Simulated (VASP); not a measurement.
Input of a VASP 6.6.1 run:

File INCAR:

```
ALGO = Normal
EDIFF = 1E-6
ENCUT = 520
GGA = PE
ISIF = 2
ISMEAR = 0
IVDW = 12
LASPH = True
LCHARG = True
LELF = True
LREAL = False
LVHAR = True
LWAVE = False
NBANDS = 35
NELM = 80
PREC = Accurate
SIGMA = 0.05
```

KPOINTS

```
k-points
0
Gamma
  12 12 4
```

Contents of POSCAR:

```
WS2
1.0
    2.9018696885      0.0000000000      0.0000000000
   -1.4509348443      2.5130928687      0.0000000000
    0.0000000000      0.0000000000     12.6255054998
W S
2 4
Direct
    0.3333333333      0.6666666667      0.2500000000
    0.6666666667      0.3333333333      0.7500000000
    0.3333333333      0.6666666667      0.6202874207
    0.6666666667      0.3333333333      0.1202874207
    0.3333333333      0.6666666667      0.8797125793
    0.6666666667      0.3333333333      0.3797125793
```

Potentials or basis: VASP PAW PBE potentials, release 64 (W_sv, S).

The run is started by

```console
$ cat potpaw_PBE.64/W_sv/POTCAR potpaw_PBE.64/S/POTCAR > POTCAR
$ mpirun -np 1 vasp_std > vasp.out
```

(1) What does it give for the band gap on the k mesh?

(2) What does it give for the dispersion energy per atom?

(3) What does it give for the largest force?

Answers

(1) 1.02 eV (least direct gap 1.82 eV).

(2) -0.495 eV.

(3) 0.857 eV/Å.

Caveat: the cell differs from its parent crystal (strain -0.080 along x and y, +0.040 along z); spin-orbit coupling is left out, which moves the levels of the heavy elements.
